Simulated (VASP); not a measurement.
Set up this calculation in VASP 6.6.1, as the native input.

* Task: relaxation of cell and atoms
* Functional: PBEsol
* Potentials or basis: VASP PAW PBE potentials, release 64 (Al)
* Cutoff: 600 eV
* k mesh: 12 × 12 × 16
* Occupations: gaussian, width 0.1 eV
* Spin: no spin polarisation
* Dipole correction: no
* Further INCAR settings: ALGO = Normal; EDIFF = 1e-06; IBRION = 2; EDIFFG = -0.01; NSW = 100; ISIF = 3

The structure of Al lies in POSCAR:

```
Al
1.0
    4.5639006810      0.0000000000      0.0000000000
   -2.2819503405      3.9524539301      0.0000000000
    0.0000000000      0.0000000000      2.7928809109
Al
3
Direct
    0.0000000000      0.0000000000      0.0000000000
    0.3333333333      0.6666666667      0.5000000000
    0.6666666667      0.3333333333      0.5000000000
```

This isn't the form of Al at room conditions, which is fcc.

One way to write it, as run:

INCAR

```
PREC = Accurate
ENCUT = 600
EDIFF = 1E-6
ISMEAR = 0
SIGMA = 0.1
LREAL = F
LASPH = T
NELM = 60
ALGO = Normal
ISIF = 3
LWAVE = F
LCHARG = F
GGA = PS
IBRION = 2
NSW = 100
EDIFFG = -0.01
```

KPOINTS

```
Automatic mesh
0
Gamma
  12 12 16
```

Potentials or basis: VASP PAW PBE potentials, release 64 (Al).

The run is started by

```bash
$ cat potpaw_PBE.64/Al/POTCAR > POTCAR
$ mpirun -np 1 vasp_std > vasp.out
```

It gave:

```
Relaxed volume                        : 16.82 Å³/atom
Relaxed cell                          : a = 4.586 Å, b = 4.586 Å, c = 2.770 Å, α = 90.00°, β = 90.00°, γ = 120.00°
Space group after relaxing (to 0.1 Å) : P6/mmm (No. 191)
Energy gained by relaxing             : 0.4 meV/atom
Ionic steps                           : 6
Pressure after relaxing               : 0.0 GPa
Band gap on the k mesh                : zero (an odd number of electrons rules out a gap without spin polarisation)
```

Caveat: the PAW data sets were made with another functional, which shifts forces and pressure a little.

It took 3.2 min on 1 thread of Intel Xeon 8259CL, on a shared host, peak memory 0.22 GiB.
